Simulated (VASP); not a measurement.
Write the native input for VASP 6.6.1 that does the following.

```yaml
Task: relaxation of cell and atoms
Functional: PBE
Potentials_or_basis: VASP PAW PBE potentials, release 64 (Zr_sv, B)
Cutoff: 600 eV
k_mesh: 9 × 9 × 9
Occupations: fermi-dirac, width 0.1 eV
Spin: no spin polarisation
Dipole_correction: no
Further_INCAR_settings: ALGO = Normal; EDIFF = 1e-07; IBRION = 2; EDIFFG = -0.03; NSW = 60; ISIF = 3
```

The structure of ZrB lies in POSCAR:

```
ZrB
1.0
    0.0000000000      2.4550000000      2.4550000000
    2.4550000000      0.0000000000      2.4550000000
    2.4550000000      2.4550000000      0.0000000000
Zr B
1 1
Direct
    0.0000000000      0.0000000000      0.0000000000
    0.5000000000      0.5000000000      0.5000000000
```

One way to write it, as run:

INCAR

```
SYSTEM = ZrB
  PREC = Accurate
  ENCUT = 600
  EDIFF = 1E-7
  ISMEAR = -1
  SIGMA = 0.1
  LREAL = .FALSE.
  LASPH = .TRUE.
  NELM = 60
  ALGO = Normal
  ISIF = 3
  LWAVE = .FALSE.
  LCHARG = .FALSE.
  GGA = PE
  IBRION = 2
  NSW = 60
  EDIFFG = -0.03
```

KPOINTS

```
regular mesh
0
G
  9 9 9
  0 0 0
```

Potentials or basis: VASP PAW PBE potentials, release 64 (Zr_sv, B).

Launch:

```console
$ cat potpaw_PBE.64/Zr_sv/POTCAR potpaw_PBE.64/B/POTCAR > POTCAR
$ mpirun -np 1 vasp_std > vasp.out
```

It gave:

| Property | Result |
| --- | --- |
| Relaxed volume | 14.76 Å³/atom |
| Relaxed cell | a = 3.469 Å, b = 3.469 Å, c = 3.469 Å, α = 60.00°, β = 60.00°, γ = 60.00° |
| Space group after relaxing (to 0.05 Å) | Fm-3m (No. 225) |
| Energy gained by relaxing | 0.0 meV/atom |
| Ionic steps | 3 |
| Pressure after relaxing | 0.0 GPa |

Run time: 37 s on 1 thread of Intel(R) Xeon(R) Platinum 8488C (Sapphire Rapids), on a shared host, peak memory 0.17 GiB.
